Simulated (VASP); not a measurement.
Input of a VASP 6.6.1 run:

Contents of POSCAR:

```
C
1.0
    0.0000000000      1.8183469191      1.8183469191
    1.8183469191      0.0000000000      1.8183469191
    1.8183469191      1.8183469191      0.0000000000
C
2
Direct
    0.7500000000      0.7500000000      0.7500000000
    0.5000000000      0.5000000000      0.5000000000
```

Contents of INCAR.step1:

```
SYSTEM = C
  PREC = Accurate
  ENCUT = 520
  ISMEAR = -1
  SIGMA = 0.05
  LREAL = .FALSE.
  LASPH = .TRUE.
  NELM = 80
  NBANDS = 11
  GGA = PE
  ALGO = Normal
  EDIFF = 1E-4
  LWAVE = .TRUE.
  LCHARG = .FALSE.
```

INCAR.step2

```
SYSTEM = C
  PREC = Accurate
  ENCUT = 520
  EDIFF = 1E-6
  ISMEAR = -1
  SIGMA = 0.05
  LREAL = .FALSE.
  LASPH = .TRUE.
  NELM = 80
  ALGO = Normal
  ISIF = 2
  LWAVE = .FALSE.
  LCHARG = .FALSE.
  METAGGA = R2SCAN
  LMIXTAU = .TRUE.
  IVDW = 12
  VDW_S6 = 1.0
  VDW_S8 = 0.78981345
  VDW_A1 = 0.49484001
  VDW_A2 = 5.73083694
  NBANDS = 11
  ISTART = 1
```

The input KPOINTS:

```
regular mesh
0
G
  13 13 13
  0 0 0
```

Potentials or basis: VASP PAW PBE potentials, release 64 (C).

Command:

```sh
$ cat potpaw_PBE.64/C/POTCAR > POTCAR
$ cp INCAR.step1 INCAR
$ mpirun -np 1 vasp_std > vasp.out
$ cp INCAR.step2 INCAR
$ mpirun -np 1 vasp_std > vasp.out
```

Problem. Predict the pressure.

Solution. -26.9 GPa.

Problem. What does it give for the band gap on the k mesh?

Solution. 4.21 eV, indirect (least direct gap 5.68 eV).

Caveat: the PAW data sets were made with another functional, which shifts forces and pressure a little. A k mesh can miss the band edges.
